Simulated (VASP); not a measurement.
# TlSi2 (Fm-3m) in VASP: a series of runs

TlSi2 is run at these levels: PBE; tasks: single point, relaxation of cell and atoms.

All numbers are computed with VASP 6.6.1; they aren't measurements. Logs are shortened: lines on timing, memory, paths and dates and some standing lists are left out, and cuts for length are marked.

## (1) The cell of the first run

Symmetry: Fm-3m, No. 225, cubic system. The conventional cell has a = 6.132 Å, b = 6.132 Å, c = 6.132 Å, α = 90.00°, β = 90.00°, γ = 90.00°. Tl (site symmetry m-3m) has 8 Si at 2.66 Å within 3.5 Å. Within 3.5 Å of Si (site symmetry -43m) lie 4 Tl at 2.66 Å and 6 Si at 3.07 Å.

## (2) Single point, PBE

Contents of INCAR:

```
ALGO = Normal ; EDIFF = 1E-6
ENCUT = 520 ; GGA = PE
ISIF = 2 ; ISMEAR = 0
LASPH = T ; LCHARG = F
LREAL = F ; LWAVE = F
NBANDS = 18 ; NELM = 100
PREC = Accurate ; SIGMA = 0.1
```

Contents of KPOINTS:

```
k-points
0
Gamma
  6 6 6
```

Contents of POSCAR:

```
TlSi2
1.0
    0.0000000000      3.0657570054      3.0657570054
    3.0657570054      0.0000000000      3.0657570054
    3.0657570054      3.0657570054      0.0000000000
Tl Si
1 2
Direct
    0.0000000000      0.0000000000      0.0000000000
    0.2500000000      0.2500000000      0.2500000000
    0.7500000000      0.7500000000      0.7500000000
```

Potentials or basis: VASP PAW PBE potentials, release 64 (Tl_d, Si).

Run with:

```console
$ cat potpaw_PBE.64/Tl_d/POTCAR potpaw_PBE.64/Si/POTCAR > POTCAR
$ mpirun -np 1 vasp_std > vasp.out
```

OUTCAR:

```text
EDIFF = 1E-6
   ENCUT = 520
   GGA = PE
   ISIF = 2
   ISMEAR = 0
   LASPH = T
   LREAL = F
   NELM = 100
   PREC = Accurate

 ion  position               nearest neighbor table
   1  0.000  0.000  0.000-   3 2.66   3 2.66   3 2.66   2 2.66   3 2.66   2 2.66   2 2.66   2 2.66

   2  0.250  0.250  0.250-   1 2.66   1 2.66   1 2.66   1 2.66   3 3.07   3 3.07   3 3.07   3 3.07
                             3 3.07   3 3.07
   3  0.750  0.750  0.750-   1 2.66   1 2.66   1 2.66   1 2.66   2 3.07   2 3.07   2 3.07   2 3.07
                             2 3.07   2 3.07

  LATTYP: Found a face centered cubic cell.
 ALAT       =     6.1315140108

  Lattice vectors:

 A1 = (   0.0000000000,   3.0657570054,   3.0657570054)
 A2 = (   3.0657570054,   0.0000000000,   3.0657570054)
 A3 = (   3.0657570054,   3.0657570054,   0.0000000000)

Analysis of symmetry for initial positions (statically):
=====================================================================
 Subroutine PRICEL returns:
 Original cell was already a primitive cell.

 Routine SETGRP: Setting up the symmetry group for a
 face centered cubic supercell.

 Subroutine GETGRP returns: Found 48 space group operations
 (whereof 48 operations were pure point group operations)
 out of a pool of 48 trial point group operations.

The static configuration has the point symmetry O_h .

Analysis of symmetry for dynamics (positions and initial velocities):
=====================================================================
 Subroutine PRICEL returns:
 Original cell was already a primitive cell.

 Routine SETGRP: Setting up the symmetry group for a
 face centered cubic supercell.

 Subroutine GETGRP returns: Found 48 space group operations
 (whereof 48 operations were pure point group operations)
 out of a pool of 48 trial point group operations.

The dynamic configuration has the point symmetry O_h .

 Subroutine INISYM returns: Found 48 space group operations
 (whereof 48 operations are pure point group operations),
 and found     1 'primitive' translations

----------------------------------------------------------------------------------------

                                     Primitive cell

  volume of cell :      57.6293

  direct lattice vectors                    reciprocal lattice vectors
     0.000000000  3.065757005  3.065757005    -0.163091856  0.163091856  0.163091856
     3.065757005  0.000000000  3.065757005     0.163091856 -0.163091856  0.163091856
     3.065757005  3.065757005  0.000000000     0.163091856  0.163091856 -0.163091856

  length of vectors
     4.335635136  4.335635136  4.335635136     0.282483381  0.282483381  0.282483381

  position of ions in fractional coordinates (direct lattice)
     0.000000000  0.000000000  0.000000000
     0.250000000  0.250000000  0.250000000
     0.750000000  0.750000000  0.750000000

  ion indices of the primitive-cell ions
   primitive index   ion index
                 1           1
                 2           2
                 3           3

----------------------------------------------------------------------------------------

 KPOINTS: k-points

Automatic generation of k-mesh.
 Grid dimensions read from file:
 generate k-points for:    6    6    6

 Generating k-lattice:

  Cartesian coordinates                     Fractional coordinates (reciprocal lattice)
    -0.027181976  0.027181976  0.027181976     0.166666667  0.000000000  0.000000000
     0.027181976 -0.027181976  0.027181976     0.000000000  0.166666667  0.000000000
     0.027181976  0.027181976 -0.027181976     0.000000000  0.000000000  0.166666667

  Length of vectors
     0.047080563  0.047080563  0.047080563

  Shift w.r.t. Gamma in fractional coordinates (k-lattice)
     0.000000000  0.000000000  0.000000000

 Subroutine IBZKPT returns following result:
 ===========================================

 Found     16 irreducible k-points:

 Following reciprocal coordinates:
            Coordinates               Weight
  0.000000  0.000000  0.000000      1.000000
  0.166667  0.000000  0.000000      8.000000
  0.333333  0.000000  0.000000      8.000000
  0.500000  0.000000  0.000000      4.000000
  0.166667  0.166667  0.000000      6.000000
  0.333333  0.166667  0.000000     24.000000
[... 8 lines left out ...]
 -0.333333  0.333333  0.166667     24.000000
 -0.333333  0.500000  0.166667     12.000000
   k-points           NKPTS =     16   k-points in BZ     NKDIM =     16   number of bands    NBANDS=     18
   number of dos      NEDOS =    301   number of ions     NIONS =      3
   total plane-waves  NPLWV =  32768
   dimension x,y,z NGX =    32 NGY =   32 NGZ =   32
   dimension x,y,z NGXF=    64 NGYF=   64 NGZF=   64
   ions per type =               1   2
   NGX,Y,Z   is equivalent  to a cutoff of  12.27, 12.27, 12.27 a.u.
   NGXF,Y,Z  is equivalent  to a cutoff of  24.54, 24.54, 24.54 a.u.
 SYSTEM =  unknown system
   PREC   = accura    normal or accurate (medium, high low for compatibility)
   ISTART =      0    job   : 0-new  1-cont  2-samecut
   ICHARG =      2    charge: 1-file 2-atom 10-const
   ISPIN  =      1    spin polarized calculation?
   LNONCOLLINEAR =      F non collinear calculations
   LSORBIT =      F    spin-orbit coupling
   LASPH  =      T    aspherical Exc in radial PAW
   ENCUT  =  520.0 eV  38.22 Ry    6.18 a.u.   8.06  8.06  8.06*2*pi/ulx,y,z
   NELM   =    100;   NELMIN=  2; NELMDL= -5     # of ELM steps
   EDIFF  = 0.1E-05   stopping-criterion for ELM
   LREAL  =      F    real-space projection
   EDIFFG = 0.1E-04   stopping-criterion for IOM
   NSW    =      0    number of steps for IOM
   IBRION =     -1    ionic relax: 0-MD 1-quasi-New 2-CG
   NFREE  =      0    steps in history (QN), initial steepest desc. (CG)
   ISIF   =      2    stress and relaxation
   ISYM   =      2    0-nonsym 1-usesym 2-fastsym
   POTIM  = 0.5000    time-step for ionic-motion
   TEBEG  =    0.0;   TEEND  =   0.0 temperature during run
   PSTRESS=    0.0 pullay stress
   NELECT =      21.0000    total number of electrons
   NUPDOWN=      -1.0000    fix difference up-down
   EMIN   =  10.00;   EMAX   =-10.00  energy-range for DOS
   EFERMI =   0.00;   METHOD = LEGACY
   ISMEAR =     0;   SIGMA  =   0.10  broadening in eV -4-tet -1-fermi 0-gaus
   EFERMI_NEDOS =   21; number of points for ismear=-14 and -15
   IALGO  =     38    algorithm
   IMIX   =      4    mixing-type and parameters
     AMIX     =   0.40;   BMIX     =  1.00
     AMIX_MAG =   1.60;   BMIX_MAG =  1.00
  volume/ion in A,a.u.               =      19.21       129.63
  Fermi-wavevector in a.u.,A,eV,Ry     =   1.169320  2.209695 18.603385  1.367310
  Thomas-Fermi vector in A             =   2.305795
   LORBIT       =      0    0 simple, 1 ext, 2 COOP (PROOUT), +10 PAW based schemes
   GGA     = PE    functional components
   LHFCALC =     F    Hartree Fock is set to
   AEXX    =    0.0000 exact exchange contribution
   IVDW    =     0    specifies the selected vdW correction
   LEPSILON=     F    determine dielectric tensor
   LRPA    =     F    only Hartree local field effects (RPA)
 non-spin polarized calculation
 Gauss-broadening in eV      SIGMA  =   0.10
  energy-cutoff  :      520.00
  volume of cell :       57.63
 maximum number of plane-waves:      1572
   NGX = 17   NGY = 17   NGZ = 17

 number of electron      20.9999996 magnetization

 Free energy of the ion-electron system (eV)
  ---------------------------------------------------
  ext. energy  EPLUGINS =         0.00000000
  ---------------------------------------------------
  free energy    TOTEN  =        -9.22208232 eV

  energy without entropy =       -9.21596359  energy(sigma->0) =       -9.21902296

 E-fermi :   8.8255     XC(G=0): -10.6200

 val. band max:        8.7453006299   @ k =   0.3333   0.0000   0.0000
 cond. band min:       8.8612442351   @ k =   0.3333   0.0000   0.0000
 fundamental gap:      0.1159436052
 Fermi energy:         8.8254717623

 k-point     1 :       0.0000    0.0000    0.0000
  band No.  band energies     occupation
      1      -4.5951      2.00000
      2      -4.1859      2.00000
      3      -4.1859      2.00000
      4      -4.1859      2.00000
      5      -3.7807      2.00000
      6      -3.7807      2.00000
[... 10 lines left out ...]
     17      11.5396      0.00000
     18      14.2645      0.00000

 k-point     2 :       0.1667    0.0000    0.0000
  band No.  band energies     occupation
      1      -4.3623      2.00000
      2      -4.1557      2.00000
      3      -4.1557      2.00000
      4      -4.1197      2.00000
      5      -3.7812      2.00000
      6      -3.7812      2.00000
[... 10 lines left out ...]
     17      13.3098      0.00000
     18      15.5492      0.00000

 k-point     3 :       0.3333    0.0000    0.0000
  band No.  band energies     occupation
      1      -4.4271      2.00000
      2      -4.1048      2.00000
      3      -4.1048      2.00000
      4      -3.7697      2.00000
      5      -3.7697      2.00000
      6      -3.1032      2.00000
[... 10 lines left out ...]
     17      17.1884      0.00000
     18      18.0647      0.00000

 k-point     4 :       0.5000    0.0000    0.0000
  band No.  band energies     occupation
      1      -4.4855      2.00000
      2      -4.0858      2.00000
      3      -4.0858      2.00000
      4      -3.7559      2.00000
      5      -3.7559      2.00000
      6      -1.7283      2.00000
[... 207 lines left out ...]
      4      -3.8542      2.00000
      5      -3.7450      2.00000
      6      -2.2693      2.00000
[... 10 lines left out ...]
     17      15.9787      0.00000
     18      17.0213      0.00000

 k-point    15 :      -0.3333    0.3333    0.1667
  band No.  band energies     occupation
      1      -4.3072      2.00000
      2      -4.2166      2.00000
      3      -3.9778      2.00000
      4      -3.8419      2.00000
      5      -3.7565      2.00000
      6      -1.0474      2.00000
[... 10 lines left out ...]
     17      16.8535      0.00000
     18      17.6436      0.00000

 k-point    16 :      -0.3333    0.5000    0.1667
  band No.  band energies     occupation
      1      -4.3778      2.00000
      2      -4.1168      2.00000
      3      -3.9363      2.00000
      4      -3.8856      2.00000
      5      -3.7350      2.00000
      6      -0.3229      2.00000
[... 10 lines left out ...]
     17      16.6139      0.00000
     18      18.2993      0.00000

------------------------ aborting loop because EDIFF is reached ----------------------------------------

  FORCE on cell =-STRESS in cart. coord.  units (eV):
  Direction    XX          YY          ZZ          XY          YZ          ZX
  --------------------------------------------------------------------------------------
  -------------------------------------------------------------------------------------
  Total        7.8336452      7.8336452      7.8336452      0.0000000      0.0000000      0.0000000
  in kB      217.7866723    217.7866723    217.7866723      0.0000000      0.0000000      0.0000000
  external PRESSURE =     217.7866723 kB  Pullay stress =       0.0000000 kB

 VOLUME and BASIS-vectors are now :
 -----------------------------------------------------------------------------
  energy-cutoff  :      520.00
  volume of cell :       57.63
      direct lattice vectors                 reciprocal lattice vectors
     0.000000000  3.065757005  3.065757005    -0.163091856  0.163091856  0.163091856
     3.065757005  0.000000000  3.065757005     0.163091856 -0.163091856  0.163091856
     3.065757005  3.065757005  0.000000000     0.163091856  0.163091856 -0.163091856

 POSITION                                       TOTAL-FORCE (eV/Angst)
 -----------------------------------------------------------------------------------
      0.00000      0.00000      0.00000        -0.000000      0.000000      0.000000
      1.53288      1.53288      1.53288        -0.000000     -0.000000     -0.000000
      4.59864      4.59864      4.59864         0.000000      0.000000      0.000000
 -----------------------------------------------------------------------------------
    total drift:                                0.000000     -0.000000      0.000000

  FREE ENERGIE OF THE ION-ELECTRON SYSTEM (eV)
  ---------------------------------------------------
  free  energy   TOTEN  =        -9.2220823247 eV

  energy  without entropy=       -9.2159635948  energy(sigma->0) =       -9.21902296
```

It took 26 s on 1 thread of Intel Xeon 8259CL, shared host; peak memory 0.18 GiB.

Results:

* Free energy: -9.2221 eV
* Pressure: 21.8 GPa
* Band gap on the k mesh: zero (an odd number of electrons rules out a gap without spin polarisation)

Levels at points of the mesh, in eV from the Fermi level:
```tsv
k point	band 8	band 9	band 10	band 11	band 12	band 13
(0.00, 0.00, 0.00)	-0.76	-0.76	-0.76	-0.09	-0.09	-0.09
(0.50, 0.00, 0.00)	-2.72	-2.72	-2.72	-0.33	-0.21	-0.21
(0.50, 0.50, 0.00)	-5.24	-4.87	-4.87	-0.87	4.59	4.59
```

Caveat: the cell stands under pressure; spin-orbit coupling is left out, which moves the levels of the heavy elements; an odd number of electrons without spin polarisation forces a metal; a magnetic or distorted state may lie lower.

## (3) Single point, PBE

This run uses another cell than the first one, of 24.69 Å³/atom.

Contents of INCAR:

```
  PREC = Accurate
  ENCUT = 520
  EDIFF = 1E-6
  ISMEAR = 0
  SIGMA = 0.1
  LREAL = F
  LASPH = T
  NELM = 60
  ALGO = Normal
  ISIF = 2
  LWAVE = F
  LCHARG = F
  GGA = PE
  NBANDS = 18
```

Contents of KPOINTS:

```
regular mesh
0
Gamma
  6 6 6
```

Contents of POSCAR:

```
TlSi2
1.0
    0.0000000000      3.3332166593      3.3332166593
    3.3332166593      0.0000000000      3.3332166593
    3.3332166593      3.3332166593      0.0000000000
Tl Si
1 2
Direct
    0.0000000000      0.0000000000      0.0000000000
    0.2500000000      0.2500000000      0.2500000000
    0.7500000000      0.7500000000      0.7500000000
```

Potentials or basis: VASP PAW PBE potentials, release 64 (Tl_d, Si).

Run with:

```console
$ cat potpaw_PBE.64/Tl_d/POTCAR potpaw_PBE.64/Si/POTCAR > POTCAR
$ mpirun -np 1 vasp_std > vasp.out
```

OUTCAR:

```text
PREC = Accurate
   ENCUT = 520
   EDIFF = 1E-6
   ISMEAR = 0
   LREAL = F
   LASPH = T
   NELM = 60
   ISIF = 2
   GGA = PE

 ion  position               nearest neighbor table
   1  0.000  0.000  0.000-   2 2.89   3 2.89   3 2.89   3 2.89   3 2.89   2 2.89   2 2.89   2 2.89

   2  0.250  0.250  0.250-   1 2.89   1 2.89   1 2.89   1 2.89
   3  0.750  0.750  0.750-   1 2.89   1 2.89   1 2.89   1 2.89

  LATTYP: Found a face centered cubic cell.
 ALAT       =     6.6664333186

  Lattice vectors:

 A1 = (   0.0000000000,   3.3332166593,   3.3332166593)
 A2 = (   3.3332166593,   0.0000000000,   3.3332166593)
 A3 = (   3.3332166593,   3.3332166593,   0.0000000000)

Analysis of symmetry for initial positions (statically):
=====================================================================
 Subroutine PRICEL returns:
 Original cell was already a primitive cell.

 Routine SETGRP: Setting up the symmetry group for a
 face centered cubic supercell.

 Subroutine GETGRP returns: Found 48 space group operations
 (whereof 48 operations were pure point group operations)
[... 154 lines left out ...]

  energy without entropy =      -10.11927128  energy(sigma->0) =      -10.12537936

 E-fermi :   5.7823     XC(G=0):  -9.5140

 val. band max:        5.7275117029   @ k =  -0.1667   0.1667   0.0000
 cond. band min:       5.7998210978   @ k =   0.5000   0.0000   0.0000
 fundamental gap:      0.0723093950
 Fermi energy:         5.7823014466

 k-point     1 :       0.0000    0.0000    0.0000
  band No.  band energies     occupation
      1      -6.0917      2.00000
      2      -6.0917      2.00000
      3      -6.0917      2.00000
      4      -5.8859      2.00000
      5      -5.8859      2.00000
      6      -5.4360      2.00000
[... 313 lines left out ...]
      5      -5.8647      2.00000
      6      -2.1467      2.00000
[... 10 lines left out ...]
     17      12.8272      0.00000
     18      14.6195      0.00000

------------------------ aborting loop because EDIFF is reached ----------------------------------------

  FORCE on cell =-STRESS in cart. coord.  units (eV):
  Direction    XX          YY          ZZ          XY          YZ          ZX
  --------------------------------------------------------------------------------------
  -------------------------------------------------------------------------------------
  Total        0.1510265      0.1510265      0.1510265      0.0000000     -0.0000000      0.0000000
  in kB        3.2669556      3.2669556      3.2669556      0.0000000     -0.0000000      0.0000000
  external PRESSURE =       3.2669556 kB  Pullay stress =       0.0000000 kB

 VOLUME and BASIS-vectors are now :
 -----------------------------------------------------------------------------
  energy-cutoff  :      520.00
  volume of cell :       74.07
      direct lattice vectors                 reciprocal lattice vectors
     0.000000000  3.333216659  3.333216659    -0.150005251  0.150005251  0.150005251
     3.333216659  0.000000000  3.333216659     0.150005251 -0.150005251  0.150005251
     3.333216659  3.333216659  0.000000000     0.150005251  0.150005251 -0.150005251

 POSITION                                       TOTAL-FORCE (eV/Angst)
 -----------------------------------------------------------------------------------
      0.00000      0.00000      0.00000         0.000000      0.000000      0.000000
      1.66661      1.66661      1.66661         0.000000     -0.000000     -0.000000
      4.99982      4.99982      4.99982        -0.000000      0.000000      0.000000
 -----------------------------------------------------------------------------------
    total drift:                               -0.000000      0.000000      0.000000

  FREE ENERGIE OF THE ION-ELECTRON SYSTEM (eV)
  ---------------------------------------------------
  free  energy   TOTEN  =       -10.1314874297 eV

  energy  without entropy=      -10.1192712820  energy(sigma->0) =      -10.12537936
```

Run time: 39 s. Hardware: 1 thread of Intel Xeon 8259CL, shared host; peak memory 0.21 GiB.

Results:

| Property | Result |
| --- | --- |
| Free energy | -10.1315 eV |
| Pressure | 0.3 GPa |
| Band gap on the k mesh | zero (an odd number of electrons rules out a gap without spin polarisation) |

Caveat: spin-orbit coupling is left out, which moves the levels of the heavy elements; an odd number of electrons without spin polarisation forces a metal; a magnetic or distorted state may lie lower.

(Part 1 of 2 ends here.)

The gap in the log of VASP goes by the Fermi energy; the results here count the filled bands.